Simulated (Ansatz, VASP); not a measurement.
**One calculation of Mg, two programs**

```
Mg
1.0
     0.00000    3.66030    3.66030
     3.66030    0.00000    3.66030
     3.66030    3.66030    0.00000
Mg
2
Direct
  0.12500 0.12500 0.12500
  0.87500 0.87500 0.87500
```

Alike in both runs: task single point; functional BLYP; k mesh 9 × 9 × 9; occupations fermi-dirac, width 0.1 eV; no spin polarisation.

```csv
,VASP,Ansatz
version,VASP 6.6.1,Ansatz 0.2.0
potentials or method,"VASP PAW PBE potentials, release 64 (Mg), cutoff 520 eV","plane waves (420 eV) with PAW, scalar-relativistic"
valence electrons in the cell,4,20
```

|  | VASP | Ansatz | Ansatz less VASP |
| --- | --- | --- | --- |
| pressure (GPa) | -0.4 | -0.4 | 0.00 |

VASP's potentials were made for PBE, not for BLYP. With one functional, cell and mesh, what is left measures potentials, basis and numerics. VASP's potentials hold 4 valence electrons a cell and Ansatz's 20, so a difference there can come from the potentials and not from the codes.
